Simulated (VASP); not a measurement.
Wanted: the native input for a VASP 6.6.1 run.

```yaml
Task: single point
Functional: PBE
Dispersion: D3(BJ)
Potentials_or_basis: VASP PAW PBE potentials, release 64 (Li_sv)
Cutoff: 520 eV
k_mesh: 2 × 2 × 2
Occupations: fermi-dirac, width 0.11 eV
Spin: no spin polarisation
Dipole_correction: no
Further_INCAR_settings: LREAL = Auto; ALGO = Normal; EDIFF = 1e-06; NBANDS = 38
```

The structure of Li lies in POSCAR:

```
Li
1.0
    7.0944470000      0.0000000000      0.0000000000
    0.0000000000      7.0944470000      0.0000000000
    0.0000000000      0.0000000000      7.0944470000
Li
16
Direct
    0.1071401337     -0.0634439865     -0.0893374776
    0.4879872949      0.0100924004     -0.0113891893
    0.0844463282      0.4859998249      0.0197478394
   -0.1060688733      0.0338715618      0.5227186841
    0.2172262334      0.1783930446      0.3236897816
    0.5089191589      0.5183349738      0.0119107240
    0.5108502467      0.0648394441      0.5475268192
    0.7996535882      0.2309834720      0.2036240457
    0.0515332626      0.5840342454      0.4829269991
    0.3356850788      0.7732526580      0.2601189353
    0.2798244881      0.2711275452      0.7263709208
    0.6071650123      0.5354046623      0.3850617250
    0.8012745743      0.8241798127      0.1184165588
    0.7845290831      0.2899450796      0.7752401279
    0.3640030012      0.7437084243      0.6951634144
    0.7975110675      0.7116833772      0.6940075809
```

These files were run (other wordings do the same):

INCAR

```
SYSTEM = Li
PREC = Accurate
ENCUT = 520
EDIFF = 1E-6
ISMEAR = -1
SIGMA = 0.11
LREAL = Auto
LASPH = .True.
NELM = 100
ALGO = Normal
ISIF = 2
LWAVE = .False.
LCHARG = .False.
GGA = PE
IVDW = 12
NBANDS = 38
```

KPOINTS

```
regular mesh
0
Gamma
  2 2 2
  0 0 0
```

Potentials or basis: VASP PAW PBE potentials, release 64 (Li_sv).

Command:

```console
$ cat potpaw_PBE.64/Li_sv/POTCAR > POTCAR
$ mpirun -np 1 vasp_std > vasp.out
```

It gave:

- Largest force: 0.758 eV/Å
- Band gap on the k mesh: zero (band 24 reaches 0.62 eV, above the bottom of band 25 at -0.12 eV)
- Dispersion energy per atom: -0.154 eV

Caveat: the k points lie up to 0.44 Å⁻¹ apart.

Wall time 100 s on 1 thread of AMD EPYC 7R13 Processor (Zen 3), on a shared host, peak memory 0.34 GiB.
